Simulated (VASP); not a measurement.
# PtSe2 in VASP: single point with PBE+D3(BJ)

Aim: the single point of PtSe2 with PBE+D3(BJ).

Everything below comes from runs of VASP 6.6.1. Logs are shortened: lines on timing, memory, paths and dates and some standing lists are left out, and cuts for length are marked.

## 1. The cell of the first run

The cell holds a slab with vacuum, 6 atoms: a = 3.707 Å, b = 3.707 Å, c = 22.798 Å, α = 90.00°, β = 90.00°, γ = 120.00°.

## 2. Single point, PBE+D3(BJ) (layers slid over each other)

The input, INCAR:

```
SYSTEM = PtSe2
  ALGO = Normal
  DIPOL = 0.5 0.5 0.386
  EDIFF = 1E-7
  ENCUT = 520
  GGA = PE
  IDIPOL = 3
  ISIF = 2
  ISMEAR = 0
  IVDW = 12
  LASPH = .TRUE.
  LCHARG = .TRUE.
  LDIPOL = .TRUE.
  LELF = .TRUE.
  LREAL = .FALSE.
  LVACPOTAV = .TRUE.
  LVHAR = .TRUE.
  LWAVE = .FALSE.
  NBANDS = 31
  NELM = 60
  PREC = Accurate
  SIGMA = 0.05
```

The input, KPOINTS:

```
k-points
0
G
  9 9 1
  0 0 0
```

The input, POSCAR:

```
PtSe2
1.0
    3.7070358307      0.0000000000      0.0000000000
   -1.8535179153      3.2103872021      0.0000000000
    0.0000000000      0.0000000000     22.7981611688
Se Pt
4 2
Direct
    0.6666666667      0.3333333333      0.1973843402
    0.3333333333      0.6666666667      0.3135814565
    0.8333333333      1.0000000000      0.4587686045
    0.5000000000      1.3333333333      0.5749657208
    0.0000000000      0.0000000000      0.2554828983
    0.1666666667      0.6666666667      0.5168671626
```

Potentials or basis: VASP PAW PBE potentials, release 64 (Se, Pt).

Command:

```sh
$ cat potpaw_PBE.64/Se/POTCAR potpaw_PBE.64/Pt/POTCAR > POTCAR
$ mpirun -np 1 vasp_std > vasp.out
```

OUTCAR:

```text
SYSTEM = PtSe2
   EDIFF = 1E-7
   ENCUT = 520
   GGA = PE
   ISIF = 2
   ISMEAR = 0
   IVDW = 12
   LASPH = .TRUE.
   LREAL = .FALSE.
   NELM = 60
   PREC = Accurate
 IVDW          = 12

 ion  position               nearest neighbor table
   1  0.667  0.333  0.197-   5 2.52   5 2.52   5 2.52
   2  0.333  0.667  0.314-   5 2.52   5 2.52   5 2.52
   3  0.833  0.000  0.459-   6 2.52   6 2.52   6 2.52
   4  0.500  0.333  0.575-   6 2.52   6 2.52   6 2.52
   5  0.000  0.000  0.255-   1 2.52   1 2.52   1 2.52   2 2.52   2 2.52   2 2.52
   6  0.167  0.667  0.517-   3 2.52   3 2.52   3 2.52   4 2.52   4 2.52   4 2.52

  LATTYP: Found a hexagonal cell.
 ALAT       =     3.7070358307
 C/A-ratio  =     6.1499705452

  Lattice vectors:

 A1 = (   3.7070358307,   0.0000000000,   0.0000000000)
 A2 = (  -1.8535179153,   3.2103872021,   0.0000000000)
 A3 = (   0.0000000000,   0.0000000000,  22.7981611688)

Analysis of symmetry for initial positions (statically):
=====================================================================
 Subroutine PRICEL returns:
 Original cell was already a primitive cell.

 Routine SETGRP: Setting up the symmetry group for a
 hexagonal supercell.

 Subroutine GETGRP returns: Found  2 space group operations
 (whereof  1 operations were pure point group operations)
 out of a pool of 24 trial point group operations.

The static configuration has the point symmetry C_1 .
 The point group associated with its full space group is S_2 .

Analysis of symmetry for dynamics (positions and initial velocities):
=====================================================================
 Subroutine PRICEL returns:
 Original cell was already a primitive cell.

 Routine SETGRP: Setting up the symmetry group for a
 hexagonal supercell.

 Subroutine GETGRP returns: Found  2 space group operations
 (whereof  1 operations were pure point group operations)
 out of a pool of 24 trial point group operations.

The dynamic configuration has the point symmetry C_1 .
 The point group associated with its full space group is S_2 .

 Subroutine INISYM returns: Found  2 space group operations
 (whereof  1 operations are pure point group operations),
 and found     1 'primitive' translations

----------------------------------------------------------------------------------------

                                     Primitive cell

  volume of cell :     271.3214

  direct lattice vectors                    reciprocal lattice vectors
     3.707035831  0.000000000  0.000000000     0.269757306  0.155744453  0.000000000
    -1.853517915  3.210387202  0.000000000     0.000000000  0.311488907  0.000000000
     0.000000000  0.000000000 22.798161169     0.000000000  0.000000000  0.043863187

  length of vectors
     3.707035831  3.707035831 22.798161169     0.311488907  0.311488907  0.043863187

  position of ions in fractional coordinates (direct lattice)
     0.666666667  0.333333333  0.197384340
     0.333333333  0.666666667  0.313581457
     0.833333333  0.000000000  0.458768605
     0.500000000  0.333333333  0.574965721
     0.000000000  0.000000000  0.255482898
     0.166666667  0.666666667  0.516867163

  ion indices of the primitive-cell ions
   primitive index   ion index
                 1           1
                 2           2
                 3           3
                 4           4
                 5           5
                 6           6

----------------------------------------------------------------------------------------

 KPOINTS: k-points

Automatic generation of k-mesh.
 Grid dimensions read from file:
 generate k-points for:    9    9    1

 Generating k-lattice:

  Cartesian coordinates                     Fractional coordinates (reciprocal lattice)
     0.029973034  0.017304939  0.000000000     0.111111111  0.000000000  0.000000000
     0.000000000  0.034609879  0.000000000     0.000000000  0.111111111  0.000000000
     0.000000000  0.000000000  0.043863187     0.000000000  0.000000000  1.000000000

  Length of vectors
     0.034609879  0.034609879  0.043863187

  Shift w.r.t. Gamma in fractional coordinates (k-lattice)
     0.000000000  0.000000000  0.000000000

 Subroutine IBZKPT returns following result:
 ===========================================

 Found     41 irreducible k-points:

 Following reciprocal coordinates:
            Coordinates               Weight
  0.000000  0.000000  0.000000      1.000000
  0.111111  0.000000  0.000000      2.000000
  0.000000  0.111111  0.000000      2.000000
 -0.111111  0.111111  0.000000      2.000000
  0.222222 -0.000000  0.000000      2.000000
  0.000000  0.222222  0.000000      2.000000
[... 16 lines left out ...]
  0.333333  0.111111  0.000000      2.000000
 -0.111111  0.444444  0.000000      2.000000
 [... further k-points ...]
   k-points           NKPTS =     41   k-points in BZ     NKDIM =     41   number of bands    NBANDS=     31
   number of dos      NEDOS =    301   number of ions     NIONS =      6
   total plane-waves  NPLWV = 141120
   dimension x,y,z NGX =    28 NGY =   28 NGZ =  180
   dimension x,y,z NGXF=    56 NGYF=   56 NGZF=  360
   ions per type =               4   2
   NGX,Y,Z   is equivalent  to a cutoff of  12.56, 12.56, 13.13 a.u.
   NGXF,Y,Z  is equivalent  to a cutoff of  25.11, 25.11, 26.25 a.u.
 SYSTEM =  PtSe2
   PREC   = accura    normal or accurate (medium, high low for compatibility)
   ISTART =      0    job   : 0-new  1-cont  2-samecut
   ICHARG =      2    charge: 1-file 2-atom 10-const
   ISPIN  =      1    spin polarized calculation?
   LNONCOLLINEAR =      F non collinear calculations
   LSORBIT =      F    spin-orbit coupling
   LASPH  =      T    aspherical Exc in radial PAW
   ENCUT  =  520.0 eV  38.22 Ry    6.18 a.u.   6.89  6.89 42.39*2*pi/ulx,y,z
   NELM   =     60;   NELMIN=  2; NELMDL= -5     # of ELM steps
   EDIFF  = 0.1E-06   stopping-criterion for ELM
   LREAL  =      F    real-space projection
   EDIFFG = 0.1E-05   stopping-criterion for IOM
   NSW    =      0    number of steps for IOM
   IBRION =     -1    ionic relax: 0-MD 1-quasi-New 2-CG
   NFREE  =      0    steps in history (QN), initial steepest desc. (CG)
   ISIF   =      2    stress and relaxation
   ISYM   =      2    0-nonsym 1-usesym 2-fastsym
   POTIM  = 0.5000    time-step for ionic-motion
   TEBEG  =    0.0;   TEEND  =   0.0 temperature during run
   PSTRESS=    0.0 pullay stress
   NELECT =      44.0000    total number of electrons
   NUPDOWN=      -1.0000    fix difference up-down
   EMIN   =  10.00;   EMAX   =-10.00  energy-range for DOS
   EFERMI =   0.00;   METHOD = LEGACY
   ISMEAR =     0;   SIGMA  =   0.05  broadening in eV -4-tet -1-fermi 0-gaus
   EFERMI_NEDOS =   21; number of points for ismear=-14 and -15
   IALGO  =     38    algorithm
   IMIX   =      4    mixing-type and parameters
     AMIX     =   0.40;   BMIX     =  1.00
     AMIX_MAG =   1.60;   BMIX_MAG =  1.00
  volume/ion in A,a.u.               =      45.22       305.16
  Fermi-wavevector in a.u.,A,eV,Ry     =   0.892752  1.687058 10.843938  0.797007
  Thomas-Fermi vector in A             =   2.014742
   LORBIT       =      0    0 simple, 1 ext, 2 COOP (PROOUT), +10 PAW based schemes
   GGA     = PE    functional components
   LHFCALC =     F    Hartree Fock is set to
   AEXX    =    0.0000 exact exchange contribution
   IVDW    =    12    specifies the selected vdW correction
   LEPSILON=     F    determine dielectric tensor
   LRPA    =     F    only Hartree local field effects (RPA)
 non-spin polarized calculation
 Gauss-broadening in eV      SIGMA  =   0.05
  energy-cutoff  :      520.00
  volume of cell :      271.32
 maximum number of plane-waves:      7334
   NGX = 13   NGY = 13   NGZ = 85

 dipolmoment           0.000000      0.000000      0.000001 electrons x Angstroem

 number of electron      44.0000001 magnetization

 dipolmoment           0.000000      0.000000     -0.000001 electrons x Angstroem

 Free energy of the ion-electron system (eV)
  ---------------------------------------------------
  ext. energy  EPLUGINS =         0.00000000
  ---------------------------------------------------
  free energy    TOTEN  =       -28.55943240 eV

  energy without entropy =      -28.55943240  energy(sigma->0) =      -28.55943240

 E-fermi :  -0.1433     XC(G=0):  -5.4810

 val. band max:       -0.3674301501   @ k =   0.0000   0.1111   0.0000
 cond. band min:       0.5156353908   @ k =  -0.2222   0.2222   0.0000
 fundamental gap:      0.8830655409
 Fermi energy:        -0.1432632250

 k-point     1 :       0.0000    0.0000    0.0000
  band No.  band energies     occupation
      1     -14.7749      2.00000
      2     -14.7006      2.00000
      3     -13.0467      2.00000
      4     -12.9016      2.00000
      5      -6.0530      2.00000
      6      -5.7817      2.00000
[... 23 lines left out ...]
     30       4.8119      0.00000
     31       4.9874      0.00000

 k-point     2 :       0.1111    0.0000    0.0000
  band No.  band energies     occupation
      1     -14.6421      2.00000
      2     -14.5687      2.00000
      3     -13.0465      2.00000
      4     -12.9129      2.00000
      5      -5.9568      2.00000
      6      -5.7989      2.00000
[... 23 lines left out ...]
     30       5.5328      0.00000
     31       5.5941      0.00000

 k-point     3 :       0.0000    0.1111    0.0000
  band No.  band energies     occupation
      1     -14.6423      2.00000
      2     -14.5685      2.00000
      3     -13.0468      2.00000
      4     -12.9125      2.00000
      5      -5.9545      2.00000
      6      -5.7966      2.00000
[... 703 lines left out ...]
     30       6.4209      0.00000
     31       6.7819      0.00000

 k-point    24 :      -0.1111    0.4444    0.0000
  band No.  band energies     occupation
      1     -13.4939      2.00000
      2     -13.4337      2.00000
      3     -13.0722      2.00000
      4     -13.0175      2.00000
      5      -6.3860      2.00000
      6      -6.3079      2.00000
[... 23 lines left out ...]
     30       6.4116      0.00000
     31       6.7663      0.00000

 [... further k-points ...]

------------------------ aborting loop because EDIFF is reached ----------------------------------------

 Edisp (eV)   -2.10046

 E8    (eV) :    -0.9311

  FORCE on cell =-STRESS in cart. coord.  units (eV):
  Direction    XX          YY          ZZ          XY          YZ          ZX
  --------------------------------------------------------------------------------------
  -------------------------------------------------------------------------------------
  Total      -0.15809    -0.10361    -0.57887     0.02997     0.08191     0.13062
  in kB      -0.93354    -0.61183    -3.41829     0.17696     0.48367     0.77134
  external pressure =       -1.65 kB  Pullay stress =        0.00 kB

 VOLUME and BASIS-vectors are now :
 -----------------------------------------------------------------------------
  energy-cutoff  :      520.00
  volume of cell :      271.32
      direct lattice vectors                 reciprocal lattice vectors
     3.707035831  0.000000000  0.000000000     0.269757306  0.155744453  0.000000000
    -1.853517915  3.210387202  0.000000000     0.000000000  0.311488907  0.000000000
     0.000000000  0.000000000 22.798161169     0.000000000  0.000000000  0.043863187

 POSITION                                       TOTAL-FORCE (eV/Angst)
 -----------------------------------------------------------------------------------
      1.85352      1.07013      4.50000        -0.011703     -0.009791     -0.007850
     -0.00000      2.14026      7.14908        -0.014503     -0.018182      0.047046
      3.08920      0.00000     10.45908         0.014503      0.018182     -0.047046
      1.23568      1.07013     13.10816         0.011703      0.009791      0.007850
      0.00000      0.00000      5.82454         0.002902      0.010589      0.074473
     -0.61784      2.14026     11.78362        -0.002902     -0.010589     -0.074473
 -----------------------------------------------------------------------------------
    total drift:                                0.000003      0.000005     -0.000039

  FREE ENERGIE OF THE ION-ELECTRON SYSTEM (eV)
  ---------------------------------------------------
  free  energy   TOTEN  =       -30.6598913397 eV

  energy  without entropy=      -30.6598913397  energy(sigma->0) =      -30.65989134

 vacuum level on the upper side and lower side of the slab         4.979         4.979
```

Wall time 13 min (1 thread of Oxide Virtual Turin-like, shared host); peak memory 0.54 GiB.

What came out:

```yaml
Free_energy: -30.6599 eV
Largest_force: 0.075 eV/Å
Band_gap_on_the_k_mesh: 0.88 eV (least direct gap 1.11 eV)
Dispersion_energy_per_atom: -0.350 eV
```

Forces on the atoms (eV/Å):
```
Se  -0.012 -0.010 -0.008
Se  -0.015 -0.018  0.047
Se   0.015  0.018 -0.047
Se   0.012  0.010  0.008
Pt   0.003  0.011  0.074
Pt  -0.003 -0.011 -0.074
```

Caveat: the cell differs from its parent crystal (layers slid over each other); spin-orbit coupling is left out, which moves the levels of the heavy elements.
